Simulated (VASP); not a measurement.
Set up this calculation in VASP 6.6.1, as the native input.

```yaml
Task: single point
Functional: revPBE
Potentials_or_basis: VASP PAW PBE potentials, release 64 (Te, Mo_sv)
Cutoff: 520 eV
k_mesh: 9 × 9 × 2
Occupations: fermi-dirac, width 0.05 eV
Spin: no spin polarisation
Dipole_correction: no
Further_INCAR_settings: ALGO = Normal; EDIFF = 1e-07; NBANDS = 35
```

The structure of Te2Mo lies in POSCAR:

```
Te2Mo
1.0
    3.5810851211      0.0000000000      0.0000000000
   -1.7905425606      3.1013106880      0.0000000000
    0.0000000000      0.0000000000     19.7639730898
Te Mo
4 2
Direct
    0.6666666667      0.3333333333      0.3414805438
    0.3333333333      0.6666666667      0.8414805438
    0.6666666667      0.3333333333      0.1585194562
    0.3333333333      0.6666666667      0.6585194562
    0.6666666667      0.3333333333      0.7500000000
    0.3333333333      0.6666666667      0.2500000000
```

One way to write it, as run:

INCAR

```
SYSTEM = Te2Mo
ALGO = Normal ; EDIFF = 1E-7
ENCUT = 520 ; GGA = RE
ISIF = 2 ; ISMEAR = -1
LASPH = .True. ; LCHARG = .False.
LREAL = .False. ; LWAVE = .False.
NBANDS = 35 ; NELM = 80
PREC = Accurate ; SIGMA = 0.05
```

KPOINTS

```
k-points
0
Gamma
  9 9 2
  0 0 0
```

Potentials or basis: VASP PAW PBE potentials, release 64 (Te, Mo_sv).

Run with:

```bash
$ cat potpaw_PBE.64/Te/POTCAR potpaw_PBE.64/Mo_sv/POTCAR > POTCAR
$ mpirun -np 1 vasp_std > vasp.out
```

It gave:

- Pressure: 0.0 GPa
- Largest force: 0.004 eV/Å
- Band gap on the k mesh: 1.03 eV, direct

Caveat: the PAW data sets were made with another functional, which shifts forces and pressure a little; spin-orbit coupling is left out, which moves the levels of the heavy elements.

Run time: 2.6 min on 1 thread of AMD EPYC 9R45 96-Core Processor (Zen 5), on a shared host, peak memory 0.38 GiB.
